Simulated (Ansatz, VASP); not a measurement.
**Cu: VASP beside Ansatz**

The input POSCAR:

```
Cu
1.0
    0.0000000000      1.7881324402      1.7881324402
    1.7881324402      0.0000000000      1.7881324402
    1.7881324402      1.7881324402      0.0000000000
Cu
1
Direct
    0.0000000000      0.0000000000      0.0000000000
```

File INCAR.step1:

```
SYSTEM = Cu
PREC     = Accurate       ! precision mode
ENCUT    = 520            ! plane-wave cutoff, eV
ISMEAR   = 1              ! smearing method
SIGMA    = 0.3            ! smearing width, eV
LREAL    = .False.        ! projectors in reciprocal space
LASPH    = .True.         ! aspherical terms in the spheres
NELM     = 100            ! most SCF steps
NBANDS   = 12             ! bands
GGA      = PE             ! functional
ALGO     = Normal         ! electronic algorithm
EDIFF    = 1E-4           ! SCF threshold, eV
LWAVE    = .True.         ! write WAVECAR
LCHARG   = .False.        ! write CHGCAR
```

File INCAR.step2:

```
SYSTEM = Cu
PREC     = Accurate       ! precision mode
ENCUT    = 520            ! plane-wave cutoff, eV
EDIFF    = 1E-7           ! SCF threshold, eV
ISMEAR   = 1              ! smearing method
SIGMA    = 0.3            ! smearing width, eV
LREAL    = .False.        ! projectors in reciprocal space
LASPH    = .True.         ! aspherical terms in the spheres
NELM     = 100            ! most SCF steps
ALGO     = Normal         ! electronic algorithm
ISIF     = 2              ! what is computed and relaxed
LWAVE    = .False.        ! write WAVECAR
LCHARG   = .False.        ! write CHGCAR
METAGGA  = R2SCAN         ! meta-GGA
LMIXTAU  = .True.       
NBANDS   = 12             ! bands
ISTART   = 1
```

File KPOINTS:

```
Automatic mesh
0
Gamma
  15 15 15
  0 0 0
```

Input for Ansatz:

```yaml
crystal:
  lattice:
    - [0.0, 1.7881324402, 1.7881324402]
    - [1.7881324402, 0.0, 1.7881324402]
    - [1.7881324402, 1.7881324402, 0.0]
  atoms:
    - { symbol: Cu, position: [0.0, 0.0, 0.0] }
hamiltonian:
  xc: r2scan
  pseudopotentials:
    kind: paw
    azcp:
      Cu: "pseudopotentials/Cu.paw.azcp"
basis:
  ecutwfc: 500
  fft_grid_basis: typed
kpoints:
  mp_grid: { grid: [15, 15, 15], shift: [0, 0, 0] }
magnetization:
  spin_polarized: false
scf:
  occupations: { method: cold, width: 0.3 }
  lower_state_search: "off"
output:
  stress: true
```

Alike in both runs: task single point; functional r2SCAN; k mesh 15 × 15 × 15; no spin polarisation.

|  | VASP | Ansatz |
| --- | --- | --- |
| version | VASP 6.6.1 | Ansatz 0.2.0 |
| potentials or method | VASP PAW PBE potentials, release 64 (Cu), cutoff 520 eV | plane waves (500 eV) with PAW, scalar-relativistic |
| occupations | methfessel-paxton of order 1, width 0.3 eV | cold, width 0.3 eV |
| valence electrons in the cell | 11 | 19 |

```tsv
	VASP	Ansatz	Ansatz less VASP
pressure (GPa)	0.5	-0.1	-0.56
```

VASP's potentials were made for PBE, not for r2SCAN. VASP's potentials hold 11 valence electrons a cell and Ansatz's 19, so a difference there can come from the potentials and not from the codes.
